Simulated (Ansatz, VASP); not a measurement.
# One calculation of SiNi3, two programs

```
CELL_PARAMETERS angstrom
3.54200 0.00000 0.00000
0.00000 3.54200 0.00000
0.00000 0.00000 3.54200
ATOMIC_POSITIONS crystal
Si 0.00000 0.00000 0.00000
Ni 0.00000 0.50000 0.50000
Ni 0.50000 0.00000 0.50000
Ni 0.50000 0.50000 0.00000
```

Alike in both runs: task relaxation of cell and atoms; functional r2SCAN; k mesh 6 × 6 × 6; occupations gaussian, width 0.1 eV; no spin polarisation.

|  | VASP | Ansatz |
| --- | --- | --- |
| version | VASP 6.6.1 | Ansatz 0.2.0 |
| potentials or method | VASP PAW PBE potentials, release 64 (Si, Ni), cutoff 600 eV | scalar-relativistic, plane waves, PAW |
| valence electrons in the cell | 34 | 58 |

|  | VASP | Ansatz | Ansatz less VASP |
| --- | --- | --- | --- |
| gap on the k mesh at the Fermi level, each at its own relaxed structure (eV) | none | none | - |
| relaxed volume (Å³/atom) | 10.41 | 10.40 | -0.013 |
| relaxed cell length with the largest relative difference (Å) | 3.467 | 3.465 | -0.0014 |

VASP's potentials were made for PBE, not for r2SCAN. A gap of «none» marks a metal or a gap that the smearing closes. VASP's potentials hold 34 valence electrons a cell and Ansatz's 58, so a difference there can come from the potentials and not from the codes.
